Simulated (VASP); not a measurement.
A run of VASP 6.6.1 is set up as follows.

INCAR

```
SYSTEM = Au
ALGO     = Normal         ! electronic algorithm
EDIFF    = 1E-6           ! SCF threshold, eV
ENCUT    = 520            ! plane-wave cutoff, eV
GGA      = PE             ! functional
ISIF     = 2              ! what is computed and relaxed
ISMEAR   = -1             ! smearing method
LASPH    = .TRUE.         ! aspherical terms in the spheres
LCHARG   = .TRUE.         ! write CHGCAR
LELF     = .TRUE.         ! ELF
LREAL    = .FALSE.        ! projectors in reciprocal space
LVHAR    = .TRUE.       
LWAVE    = .FALSE.        ! write WAVECAR
NBANDS   = 12             ! bands
NELM     = 60             ! most SCF steps
PREC     = Accurate       ! precision mode
SIGMA    = 0.08           ! smearing width, eV
```

Contents of KPOINTS:

```
k-points
0
G
  15 15 14
  0 0 0
```

Contents of POSCAR:

```
Au
1.0
    2.6145359869      0.0000000000      0.0000000000
   -1.3072679934      2.2642545838      0.0000000000
    0.0000000000      0.0000000000      2.5488900303
Au
1
Direct
    0.0000000000      0.0000000000      0.0000000000
```

Potentials or basis: VASP PAW PBE potentials, release 64 (Au).

Command:

```bash
$ cat potpaw_PBE.64/Au/POTCAR > POTCAR
$ mpirun -np 1 vasp_std > vasp.out
```

Q: Estimate the pressure.

A: 61.2 GPa.
